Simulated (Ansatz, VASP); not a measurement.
## One calculation of SiC, two programs

Contents of INCAR:

```
  PREC = Accurate
  ENCUT = 520
  EDIFF = 1E-6
  ISMEAR = 0
  SIGMA = 0.1
  LREAL = False
  LASPH = True
  NELM = 150
  ALGO = Normal
  ISIF = 2
  LWAVE = False
  LCHARG = False
  ISPIN = 2
  MAGMOM = 0 0 0 1 1 1
  LORBIT = 11
  GGA = PE
  NBANDS = 25
```

The input KPOINTS:

```
Automatic mesh
0
Gamma
  6 6 2
```

Contents of POSCAR:

```
SiC
1.0
    3.6979113000      0.0000000000      0.0000000000
   -1.8489556500      3.2024851300      0.0000000000
    0.0000000000      0.0000000000      7.8835595300
Si C
3 3
Direct
    0.5000000000      0.0000000000      0.5000000000
    0.0000000000      0.5000000000      0.5000000000
    0.5000000000      0.5000000000      0.5000000000
    0.0000000000      0.0000000000      0.5000000000
    0.0000000000      0.0000000000      0.8695536500
    0.0000000000      0.0000000000      0.1304463500
```

Input for Ansatz:

```yaml
crystal:
  lattice:
    - [3.6979113, 0.0, 0.0]
    - [-1.84895565, 3.20248513, 0.0]
    - [0.0, 0.0, 7.88355953]
  atoms:
    - { symbol: Si, position: [0.5, 0.0, 0.5] }
    - { symbol: Si, position: [0.0, 0.5, 0.5] }
    - { symbol: Si, position: [0.5, 0.5, 0.5] }
    - { symbol: C, position: [0.0, 0.0, 0.5], spin: 1.0 }
    - { symbol: C, position: [0.0, 0.0, 0.86955365], spin: 1.0 }
    - { symbol: C, position: [0.0, 0.0, 0.13044635], spin: 1.0 }
basis:
  ecutwfc: 420
kpoints:
  mp_grid: { grid: [6, 6, 2] }
hamiltonian:
  xc: pbe
scf:
  occupations: { method: gaussian, width: 0.1 }
  lower_state_search: "off"
output:
  forces: true
  stress: true
  eigenvalues: true
  populations: true
magnetization:
  spin_polarized: true
```

Alike in both runs: task single point; functional PBE; k mesh 6 × 6 × 2; occupations gaussian, width 0.1 eV; collinear spin.

|  | VASP | Ansatz |
| --- | --- | --- |
| version | VASP 6.6.1 | Ansatz 0.2.0 |
| potentials or method | VASP PAW PBE potentials, release 64 (Si, C), cutoff 520 eV | scalar-relativistic, plane waves, PAW |
| valence electrons in the cell | 24 | 24 |

```tsv
	VASP	Ansatz	Ansatz less VASP
gap on the k mesh at the Fermi level (eV)	none	none	-
rms of the force components (eV/Å)	1.872	1.874	+0.0018
net moment per atom (μB)	0.12	0.12	0.000
size of the moment on the site where the two differ most (μB)	0.17	0.21	+0.041
```

Site moments also hang on the region over which each program counts them. Atom by atom the forces differ by 0.002 eV/Å (rms over components). A gap of «none» marks a metal or a gap that the smearing closes.

The k mesh is coarse, so the values compare programs but aren't converged.
